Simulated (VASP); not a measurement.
Runs of VASP 6.6.1 on Mg. The structure is that of space group P6_3/mmc (No. 194), or close to it. The cells are those of the table. 

```csv
task,level,cell,k mesh,cutoff (eV),smearing,grid for exact exchange (PRECFOCK),share of exact exchange,screening parameter,gap on the mesh (eV),pressure (GPa)
relaxation of cell and atoms,revPBE+D4,"relaxed from a = 3.209, b = 3.209, c = 5.210 Å, angles 90.0, 90.0, 120.0°, 2 atoms",10 × 10 × 5,600,fermi-dirac 0.05 eV,-,-,-,none,-0.1
single point,PBEsol,"a = 3.148, b = 3.148, c = 5.260 Å, angles 90.0, 90.0, 120.0°, 2 atoms",10 × 10 × 5,600,fermi-dirac 0.05 eV,-,-,-,none,0.0
single point,r2SCAN+D4,"a = 3.144, b = 3.144, c = 5.104 Å, angles 90.0, 90.0, 120.0°, 2 atoms",10 × 10 × 5,520,fermi-dirac 0.05 eV,-,-,-,none,(b)
single point,SVWN5,"a = 3.188, b = 3.188, c = 5.175 Å, angles 90.0, 90.0, 120.0°, 2 atoms",10 × 10 × 5,520,fermi-dirac 0.05 eV,-,-,-,none,-1.7
single point,PBEsol-based screened hybrid,"a = 3.188, b = 3.188, c = 5.175 Å, angles 90.0, 90.0, 120.0°, 2 atoms",5 × 5 × 3,520,fermi-dirac 0.05 eV,Normal,0.25,0.207 1/Å,none,-0.4
relaxation of cell and atoms,r2SCAN,"relaxed to 20 GPa from a = 3.209, b = 3.209, c = 5.210 Å, angles 90.0, 90.0, 120.0°, 2 atoms",10 × 10 × 5,600,fermi-dirac 0.05 eV,-,-,-,none,20.0
single point,PBE,"a = 3.209, b = 3.209, c = 5.210 Å, angles 90.0, 90.0, 120.0°, 2 atoms",10 × 10 × 5,520,gaussian 0.024 eV,-,-,-,none,(a)
single point,PBEsol,"a = 3.144, b = 3.144, c = 5.104 Å, angles 90.0, 90.0, 120.0°, 2 atoms",10 × 10 × 5,520,fermi-dirac 0.05 eV,-,-,-,none,1.2
```

Alike in all rows: potentials or basis VASP PAW PBE potentials, release 64 (Mg); no spin polarisation.

Question: Estimate the missing entries.

Answer: (a) -0.6; (b) 0.9.

Caveats: some runs use coarse meshes; the PAW data sets were made with another functional, which shifts forces and pressure a little (some runs); pairwise dispersion overbinds metals, which lowers pressure and volume (some runs); the cell is relaxed towards a set pressure, so the enthalpy falls and the energy may rise (some runs).

A gap of «none» marks levels without a gap at the run's occupations.
